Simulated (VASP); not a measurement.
# Ag: single point with RPBE

Crystal: Ag.

```
CELL_PARAMETERS angstrom
0.00000 2.01834 2.01834
2.01834 0.00000 2.01834
2.01834 2.01834 0.00000
ATOMIC_POSITIONS crystal
Ag 0.00000 0.00000 0.00000
```

This cell differs from its parent crystal: volume scaled by 0.88.

```json
{
  "Program": "VASP 6.6.1",
  "Task": "single point",
  "Functional": "RPBE",
  "Potentials or basis": "VASP PAW PBE potentials, release 64 (Ag)",
  "Cutoff": "520 eV",
  "k mesh": "21 × 21 × 21",
  "Occupations": "fermi-dirac, width 0.1 eV",
  "Spin": "no spin polarisation"
}
```

```json
{"Pressure": "13.5 GPa"}
```

Levels at points of the mesh, in eV from the Fermi level:
```tsv
k point	band 3	band 4	band 5	band 6	band 7	band 8	band 9	band 10
(0.00, 0.00, 0.00)	-5.03	-5.03	-3.93	-3.93	16.02	19.85	19.85	19.85
```

It took 34 s on 1 thread of Intel(R) Xeon(R) Platinum 8259CL CPU @ 2.50GHz (Skylake/Cascade Lake), with other jobs on the host, peak memory 0.18 GiB.

Caveat: the PAW data sets were made with another functional, which shifts forces and pressure a little.
